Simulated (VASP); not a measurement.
Input of a VASP 6.6.1 run:

INCAR

```
SYSTEM = Rh
ALGO = Normal ; EDIFF = 1E-6
ENCUT = 520 ; ISIF = 2
ISMEAR = -1 ; LASPH = .TRUE.
LCHARG = .FALSE. ; LREAL = .FALSE.
LWAVE = .FALSE. ; NBANDS = 14
NELM = 80 ; PREC = Accurate
SIGMA = 0.05
```

KPOINTS

```
k-points
0
G
  12 12 12
  0 0 0
```

Contents of POSCAR:

```
Rh
1.0
    0.0000000000      1.9104189093      1.9104189093
    1.9104189093      0.0000000000      1.9104189093
    1.9104189093      1.9104189093      0.0000000000
Rh
1
Direct
    0.0000000000      0.0000000000      0.0000000000
```

Potentials or basis: VASP PAW LDA potentials, release 64 (Rh_pv).

Run with:

```sh
$ cat potpaw_LDA.64/Rh_pv/POTCAR > POTCAR
$ mpirun -np 1 vasp_std > vasp.out
```

What does it give for the pressure?

-14.2 GPa.
